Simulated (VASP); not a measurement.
# S (R-3m) in VASP: a series of runs

S is run at these levels: PBE; tasks: single point.

All numbers are computed with VASP 6.6.1; they aren't measurements. Logs are shortened: lines on timing, memory, paths and dates and some standing lists are left out, and cuts for length are marked.

## Step 1: The cell of the first run

It takes space group R-3m (No. 166, trigonal). Conventional cell: a = 3.394 Å, b = 3.394 Å, c = 2.409 Å, α = 90.00°, β = 90.00°, γ = 120.00°. Within 2.8 Å of S (site symmetry -3m) lie 14 S at 2.12 to 2.53 Å.

## Step 2: Single point, PBE

Contents of INCAR:

```
ALGO = Normal ; EDIFF = 1E-6
ENCUT = 500 ; GGA = PE
GGA_COMPAT = False ; ISIF = 2
ISMEAR = -1 ; LASPH = True
LCHARG = True ; LELF = True
LREAL = False ; LVHAR = True
LWAVE = False ; NBANDS = 9
NELM = 120 ; PREC = Accurate
SIGMA = 0.15
```

Contents of KPOINTS:

```
k-points
0
Gamma
  16 16 16
```

Contents of POSCAR:

```
S
1.0
    1.6970668203      0.9798019896      0.8029088764
   -1.6970668203      0.9798019896      0.8029088764
    0.0000000000     -1.9596039689      0.8029088764
S
1
Direct
    0.0000000000      0.0000000000      0.0000000000
```

Potentials or basis: VASP PAW PBE potentials, release 64 (S).

Run with:

```bash
> cat potpaw_PBE.64/S/POTCAR > POTCAR
> mpirun -np 1 vasp_std > vasp.out
```

OUTCAR:

```text
EDIFF = 1E-6
   ENCUT = 500
   GGA = PE
   ISIF = 2
   ISMEAR = -1
   LASPH = True
   LREAL = False
   NELM = 120
   PREC = Accurate

 ion  position               nearest neighbor table
   1  0.000  0.000  0.000-

  LATTYP: Found a trigonal (rhomboedric) cell.
 ALAT       =     2.1177134828
 COS(alpha) =    -0.2843798323

  Lattice vectors:

 A1 = (   1.6970668203,   0.9798019896,   0.8029088764)
 A2 = (  -1.6970668203,   0.9798019896,   0.8029088764)
 A3 = (   0.0000000000,  -1.9596039689,   0.8029088764)

Analysis of symmetry for initial positions (statically):
=====================================================================
 Subroutine PRICEL returns:
 Original cell was already a primitive cell.

 Routine SETGRP: Setting up the symmetry group for a
 trigonal (rhombohedral) supercell.

 Subroutine GETGRP returns: Found 12 space group operations
 (whereof 12 operations were pure point group operations)
 out of a pool of 12 trial point group operations.

The static configuration has the point symmetry D_3d.

Analysis of symmetry for dynamics (positions and initial velocities):
=====================================================================
 Subroutine PRICEL returns:
 Original cell was already a primitive cell.

 Routine SETGRP: Setting up the symmetry group for a
 trigonal (rhombohedral) supercell.

 Subroutine GETGRP returns: Found 12 space group operations
 (whereof 12 operations were pure point group operations)
 out of a pool of 12 trial point group operations.

The dynamic configuration has the point symmetry D_3d.

 Subroutine INISYM returns: Found 12 space group operations
 (whereof 12 operations are pure point group operations),
 and found     1 'primitive' translations

----------------------------------------------------------------------------------------

                                     Primitive cell

  volume of cell :       8.0104

  direct lattice vectors                    reciprocal lattice vectors
     1.697066820  0.979801990  0.802908876     0.294625995  0.170102397  0.415157115
    -1.697066820  0.979801990  0.802908876    -0.294625995  0.170102397  0.415157115
     0.000000000 -1.959603969  0.802908876     0.000000000 -0.340204794  0.415157117

  length of vectors
     2.117713483  2.117713483  2.117713479     0.536744569  0.536744569  0.536744571

  position of ions in fractional coordinates (direct lattice)
     0.000000000  0.000000000  0.000000000

  ion indices of the primitive-cell ions
   primitive index   ion index
                 1           1

----------------------------------------------------------------------------------------

 KPOINTS: k-points

Automatic generation of k-mesh.
 Grid dimensions read from file:
 generate k-points for:   16   16   16

 Generating k-lattice:

  Cartesian coordinates                     Fractional coordinates (reciprocal lattice)
     0.018414125  0.010631400  0.025947320     0.062500000  0.000000000  0.000000000
    -0.018414125  0.010631400  0.025947320     0.000000000  0.062500000  0.000000000
     0.000000000 -0.021262800  0.025947320     0.000000000  0.000000000  0.062500000

  Length of vectors
     0.033546536  0.033546536  0.033546536

  Shift w.r.t. Gamma in fractional coordinates (k-lattice)
     0.000000000  0.000000000  0.000000000

 Subroutine IBZKPT returns following result:
 ===========================================

 Found    417 irreducible k-points:

 Following reciprocal coordinates:
            Coordinates               Weight
  0.000000  0.000000  0.000000      1.000000
  0.062500  0.000000  0.000000      6.000000
  0.125000  0.000000  0.000000      6.000000
  0.187500 -0.000000  0.000000      6.000000
  0.250000  0.000000  0.000000      6.000000
  0.312500 -0.000000  0.000000      6.000000
[... 16 lines left out ...]
 -0.125000  0.062500  0.000000     12.000000
 -0.062500  0.062500  0.000000      6.000000
 [... further k-points ...]
   k-points           NKPTS =    417   k-points in BZ     NKDIM =    417   number of bands    NBANDS=      9
   number of dos      NEDOS =    301   number of ions     NIONS =      1
   total plane-waves  NPLWV =   4096
   dimension x,y,z NGX =    16 NGY =   16 NGZ =   16
   dimension x,y,z NGXF=    32 NGYF=   32 NGZF=   32
   ions per type =               1
   NGX,Y,Z   is equivalent  to a cutoff of  12.56, 12.56, 12.56 a.u.
   NGXF,Y,Z  is equivalent  to a cutoff of  25.12, 25.12, 25.12 a.u.
 SYSTEM =  unknown system
   PREC   = accura    normal or accurate (medium, high low for compatibility)
   ISTART =      0    job   : 0-new  1-cont  2-samecut
   ICHARG =      2    charge: 1-file 2-atom 10-const
   ISPIN  =      1    spin polarized calculation?
   LNONCOLLINEAR =      F non collinear calculations
   LSORBIT =      F    spin-orbit coupling
   LASPH  =      T    aspherical Exc in radial PAW
   ENCUT  =  500.0 eV  36.75 Ry    6.06 a.u.   3.86  3.86  3.86*2*pi/ulx,y,z
   NELM   =    120;   NELMIN=  2; NELMDL= -5     # of ELM steps
   EDIFF  = 0.1E-05   stopping-criterion for ELM
   LREAL  =      F    real-space projection
   EDIFFG = 0.1E-04   stopping-criterion for IOM
   NSW    =      0    number of steps for IOM
   IBRION =     -1    ionic relax: 0-MD 1-quasi-New 2-CG
   NFREE  =      0    steps in history (QN), initial steepest desc. (CG)
   ISIF   =      2    stress and relaxation
   ISYM   =      2    0-nonsym 1-usesym 2-fastsym
   POTIM  = 0.5000    time-step for ionic-motion
   TEBEG  =    0.0;   TEEND  =   0.0 temperature during run
   PSTRESS=    0.0 pullay stress
   NELECT =       6.0000    total number of electrons
   NUPDOWN=      -1.0000    fix difference up-down
   EMIN   =  10.00;   EMAX   =-10.00  energy-range for DOS
   EFERMI =   0.00;   METHOD = LEGACY
   ISMEAR =    -1;   SIGMA  =   0.15  broadening in eV -4-tet -1-fermi 0-gaus
   EFERMI_NEDOS =   21; number of points for ismear=-14 and -15
   IALGO  =     38    algorithm
   IMIX   =      4    mixing-type and parameters
     AMIX     =   0.40;   BMIX     =  1.00
     AMIX_MAG =   1.60;   BMIX_MAG =  1.00
  volume/ion in A,a.u.               =       8.01        54.06
  Fermi-wavevector in a.u.,A,eV,Ry     =   1.486758  2.809565 30.074995  2.210450
  Thomas-Fermi vector in A             =   2.600004
   LORBIT       =      0    0 simple, 1 ext, 2 COOP (PROOUT), +10 PAW based schemes
   GGA     = PE    functional components
   LHFCALC =     F    Hartree Fock is set to
   AEXX    =    0.0000 exact exchange contribution
   IVDW    =     0    specifies the selected vdW correction
   LEPSILON=     F    determine dielectric tensor
   LRPA    =     F    only Hartree local field effects (RPA)
 non-spin polarized calculation
  energy-cutoff  :      500.00
  volume of cell :        8.01
 maximum number of plane-waves:       212
   NGX =  7   NGY =  7   NGZ =  7

 number of electron       6.0000001 magnetization

 Free energy of the ion-electron system (eV)
  ---------------------------------------------------
  ext. energy  EPLUGINS =         0.00000000
  ---------------------------------------------------
  free energy    TOTEN  =        -0.14257425 eV

  energy without entropy =       -0.11524213  energy(sigma->0) =       -0.12890819

 E-fermi :  20.9815     XC(G=0): -14.5838

 val. band max:       20.9716756917   @ k =  -0.3750   0.3750   0.3750
 cond. band min:      20.9868571710   @ k =  -0.4375  -0.4375   0.3125
 fundamental gap:      0.0151814794
 Fermi energy:        20.9815458807

 k-point     1 :       0.0000    0.0000    0.0000
  band No.  band energies     occupation
      1      -5.8194      2.00000
      2      27.1425      0.00000
      3      30.2394      0.00000
      4      30.2394      0.00000
      5      30.9959      0.00000
      6      30.9959      0.00000
      7      35.8833      0.00000
      8      41.2542      0.00000
      9      41.2542      0.00000

 k-point     2 :       0.0625    0.0000    0.0000
  band No.  band energies     occupation
      1      -5.6616      2.00000
      2      26.0566      0.00000
      3      28.0785      0.00000
      4      29.5607      0.00000
      5      31.4689      0.00000
      6      33.5744      0.00000
      7      36.1206      0.00000
      8      40.6208      0.00000
      9      40.8359      0.00000

 k-point     3 :       0.1250    0.0000    0.0000
  band No.  band energies     occupation
      1      -5.1888      2.00000
      2      22.9405      0.00000
      3      26.9215      0.00000
      4      28.6221      0.00000
      5      31.6901      0.00000
      6      35.3117      0.00000
      7      37.1146      0.00000
      8      40.3282      0.00000
      9      40.3718      0.00000

 k-point     4 :       0.1875   -0.0000    0.0000
  band No.  band energies     occupation
      1      -4.4031      2.00000
      2      19.4347      1.99993
      3      26.0052      0.00000
      4      27.7857      0.00000
      5      31.2409      0.00000
      6      34.7374      0.00000
      7      39.6052      0.00000
      8      40.6153      0.00000
      9      41.1899      0.00000
[... 205 lines left out ...]
 k-point    22 :      -0.1875    0.0625    0.0000
  band No.  band energies     occupation
      1      -4.6175      2.00000
      2      20.8119      1.51212
      3      26.7111      0.00000
      4      29.2512      0.00000
      5      30.9548      0.00000
      6      33.7208      0.00000
      7      37.6731      0.00000
      8      38.5623      0.00000
      9      40.7106      0.00000

 k-point    23 :      -0.1250    0.0625    0.0000
  band No.  band energies     occupation
      1      -5.2797      2.00000
      2      24.1153      0.00000
      3      27.6035      0.00000
      4      29.5408      0.00000
      5      31.7792      0.00000
      6      34.1207      0.00000
      7      35.5824      0.00000
      8      38.3990      0.00000
      9      39.9762      0.00000

 k-point    24 :      -0.0625    0.0625    0.0000
  band No.  band energies     occupation
      1      -5.6283      2.00000
      2      26.2602      0.00000
      3      28.6012      0.00000
      4      29.3941      0.00000
      5      32.3066      0.00000
      6      33.0655      0.00000
      7      34.9082      0.00000
      8      39.2367      0.00000
      9      40.4043      0.00000

 [... further k-points ...]

------------------------ aborting loop because EDIFF is reached ----------------------------------------

  FORCE on cell =-STRESS in cart. coord.  units (eV):
  Direction    XX          YY          ZZ          XY          YZ          ZX
  --------------------------------------------------------------------------------------
  -------------------------------------------------------------------------------------
  Total        9.9869773      9.9869773     11.3856118      0.0000000      0.0000000      0.0000000
  in kB     1997.5142071   1997.5142097   2277.2577324      0.0000000      0.0000097      0.0000000
  external PRESSURE =    2090.7620497 kB  Pullay stress =       0.0000000 kB

 VOLUME and BASIS-vectors are now :
 -----------------------------------------------------------------------------
  energy-cutoff  :      500.00
  volume of cell :        8.01
      direct lattice vectors                 reciprocal lattice vectors
     1.697066820  0.979801990  0.802908876     0.294625995  0.170102397  0.415157115
    -1.697066820  0.979801990  0.802908876    -0.294625995  0.170102397  0.415157115
     0.000000000 -1.959603969  0.802908876     0.000000000 -0.340204794  0.415157117

 POSITION                                       TOTAL-FORCE (eV/Angst)
 -----------------------------------------------------------------------------------
      0.00000      0.00000      0.00000         0.000000      0.000000      0.000000
 -----------------------------------------------------------------------------------
    total drift:                                0.000000      0.000000      0.000000

  FREE ENERGIE OF THE ION-ELECTRON SYSTEM (eV)
  ---------------------------------------------------
  free  energy   TOTEN  =        -0.1425742511 eV

  energy  without entropy=       -0.1152421297  energy(sigma->0) =       -0.12890819
```

It took 8 s on 1 thread of Intel Xeon 6975P-C (Granite Rapids), shared host; peak memory 0.13 GiB.

What came out:

| Quantity | Value |
| --- | --- |
| Free energy | -0.1426 eV |
| Pressure | 209.1 GPa |
| Band gap on the k mesh | zero (bands 3 and 4 overlap by 17.76 eV) |

Caveat: the cell stands under pressure.

## Step 3: Single point, PBE

Contents of INCAR:

```
ALGO = Normal
EDIFF = 1E-6
ENCUT = 500
GGA = PE
GGA_COMPAT = F
ISIF = 2
ISMEAR = -1
LASPH = T
LCHARG = F
LREAL = F
LWAVE = F
NBANDS = 9
NELM = 120
PREC = Accurate
SIGMA = 0.15
```

KPOINTS is that of step 2.

Contents of POSCAR:

```
S
1.0
    1.6766182411      0.9679959969      0.8226133829
   -1.6766182411      0.9679959969      0.8226133829
    0.0000000000     -1.9359919835      0.8226133829
S
1
Direct
    0.0000000000      0.0000000000      0.0000000000
```

Potentials or basis: VASP PAW PBE potentials, release 64 (S).

Run with:

```bash
> cat potpaw_PBE.64/S/POTCAR > POTCAR
> mpirun -np 1 vasp_std > vasp.out
```

OUTCAR:

```text
EDIFF = 1E-6
   ENCUT = 500
   GGA = PE
   ISIF = 2
   ISMEAR = -1
   LASPH = T
   LREAL = F
   NELM = 120
   PREC = Accurate

 ion  position               nearest neighbor table
   1  0.000  0.000  0.000-

  LATTYP: Found a trigonal (rhomboedric) cell.
 ALAT       =     2.1035108163
 COS(alpha) =    -0.2706000566

  Lattice vectors:

 A1 = (   1.6766182411,   0.9679959969,   0.8226133829)
 A2 = (  -1.6766182411,   0.9679959969,   0.8226133829)
 A3 = (   0.0000000000,  -1.9359919835,   0.8226133829)
[... 465 lines left out ...]
      9      41.0301      0.00000

 [... further k-points ...]

------------------------ aborting loop because EDIFF is reached ----------------------------------------

  FORCE on cell =-STRESS in cart. coord.  units (eV):
  Direction    XX          YY          ZZ          XY          YZ          ZX
  --------------------------------------------------------------------------------------
  -------------------------------------------------------------------------------------
  Total       10.0834185     10.0834185     11.3973474      0.0000000      0.0000000     -0.0000000
  in kB     2016.8035887   2016.8035914   2279.6049911      0.0000000      0.0000095     -0.0000000
  external PRESSURE =    2104.4040570 kB  Pullay stress =       0.0000000 kB

 VOLUME and BASIS-vectors are now :
 -----------------------------------------------------------------------------
  energy-cutoff  :      500.00
  volume of cell :        8.01
      direct lattice vectors                 reciprocal lattice vectors
     1.676618241  0.967995997  0.822613383     0.298219349  0.172177021  0.405212630
    -1.676618241  0.967995997  0.822613383    -0.298219349  0.172177021  0.405212630
     0.000000000 -1.935991983  0.822613383     0.000000000 -0.344354042  0.405212633

 POSITION                                       TOTAL-FORCE (eV/Angst)
 -----------------------------------------------------------------------------------
      0.00000      0.00000      0.00000         0.000000      0.000000      0.000000
 -----------------------------------------------------------------------------------
    total drift:                                0.000000      0.000000      0.000000

  FREE ENERGIE OF THE ION-ELECTRON SYSTEM (eV)
  ---------------------------------------------------
  free  energy   TOTEN  =        -0.1745348066 eV

  energy  without entropy=       -0.1459856698  energy(sigma->0) =       -0.16026024
```

OSZICAR:

```text
N       E                     dE             d eps       ncg     rms          rms(c)
DAV:   1     0.800635088407E+01    0.80064E+01   -0.34482E+03  8546   0.578E+02
DAV:   2    -0.726656422901E-01   -0.80790E+01   -0.76950E+01 10922   0.781E+01
DAV:   3    -0.180565225365E+00   -0.10790E+00   -0.10697E+00  8484   0.699E+00
DAV:   4    -0.180707721400E+00   -0.14250E-03   -0.14247E-03  9743   0.271E-01
DAV:   5    -0.180707778812E+00   -0.57412E-07   -0.58292E-07  8534   0.455E-03    0.312E+01
DAV:   6    -0.176369857584E+00    0.43379E-02   -0.17206E-03  8299   0.259E-01    0.187E+01
DAV:   7    -0.174560022787E+00    0.18098E-02   -0.30024E-03  8095   0.373E-01    0.671E-02
DAV:   8    -0.174539308047E+00    0.20715E-04   -0.10144E-04  8055   0.868E-02    0.360E-02
DAV:   9    -0.174534787971E+00    0.45201E-05   -0.17550E-05  8647   0.265E-02    0.104E-02
DAV:  10    -0.174534806618E+00   -0.18647E-07   -0.43634E-07  4171   0.592E-03
   1 F= -.17453481E+00 E0= -.16026024E+00  d E =-.285491E-01
```

Run time: 5.5 s. Hardware: 1 thread of Intel Xeon 6975P-C (Granite Rapids), shared host; peak memory 0.13 GiB.

Results:

| Item | Value |
| --- | --- |
| Free energy | -0.1745 eV |
| Pressure | 210.4 GPa |
| Band gap on the k mesh | zero (bands 3 and 4 overlap by 16.96 eV) |

Caveat: the cell stands under pressure.

## Step 4: Single point, PBE

Contents of INCAR:

```
PREC = Accurate
ENCUT = 500
EDIFF = 1E-6
ISMEAR = -1
SIGMA = 0.15
LREAL = False
LASPH = True
NELM = 120
ALGO = Normal
ISIF = 2
LWAVE = False
LCHARG = False
GGA = PE
NBANDS = 9
GGA_COMPAT = False
```

Contents of KPOINTS:

```
regular mesh
0
Gamma
  16 16 16
```

Contents of POSCAR:

```
S
1.0
    1.6571209123      0.9567392088      0.8420846452
   -1.6571209123      0.9567392088      0.8420846452
    0.0000000000     -1.9134784074      0.8420846452
S
1
Direct
    0.0000000000      0.0000000000      0.0000000000
```

Run with:

```bash
> cat potpaw_PBE.64/S/POTCAR > POTCAR
> mpirun -np 1 vasp_std > vasp.out
```

Run time: 6.6 s. Hardware: 1 thread of Intel Xeon 6975P-C (Granite Rapids), shared host; peak memory 0.13 GiB.

The run converged. Its results:

```yaml
Free_energy: -0.2026 eV
Pressure: 211.8 GPa
Band_gap_on_the_k_mesh: zero (bands 3 and 4 overlap by 16.07 eV)
```

Stress tensor (GPa, compression positive):
```
205.61   0.00   0.00
  0.00 205.61   0.00
  0.00   0.00 224.30
```

Levels at points of the mesh, in eV from the Fermi level:
```csv
k point,band 1,band 2,band 3,band 4,band 5,band 6
"(0.00, 0.00, 0.00)",-26.95,5.22,8.60,8.60,8.64,8.64
"(0.50, 0.00, 0.00)",-18.36,-16.28,3.63,5.94,6.59,11.20
"(0.50, 0.50, 0.00)",-14.82,-14.17,-4.01,1.24,7.68,11.29
"(0.50, 0.50, 0.50)",-8.29,-8.29,-4.59,-4.55,-1.54,-1.54
```

Caveat: the cell stands under pressure.

[end of part 1 of 2]
